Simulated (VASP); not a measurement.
Input of a VASP 6.6.1 run:

File INCAR:

```
PREC = Accurate
ENCUT = 520
EDIFF = 1E-7
ISMEAR = 0
SIGMA = 0.1
LREAL = False
LASPH = True
NELM = 60
ALGO = Normal
ISIF = 2
LWAVE = False
LCHARG = False
GGA = PE
NBANDS = 21
```

KPOINTS

```
Automatic mesh
0
Gamma
  18 18 10
```

POSCAR

```
Ru
1.0
    2.7200250881      0.0000000000      0.0000000000
   -1.3600125440      2.3556108252      0.0000000000
    0.0000000000      0.0000000000      4.2967695007
Ru
2
Direct
    0.3333333333      0.6666666667      0.2500000000
    0.6666666667      0.3333333333      0.7500000000
```

Potentials or basis: VASP PAW PBE potentials, release 64 (Ru_pv).

Run with:

```bash
$ cat potpaw_PBE.64/Ru_pv/POTCAR > POTCAR
$ mpirun -np 1 vasp_std > vasp.out
```

(1) Predict the pressure.

(2) Predict the band gap on the k mesh.

Answers

(1) -0.1 GPa.

(2) zero (band 14 reaches 14.05 eV, above the bottom of band 15 at 10.98 eV).
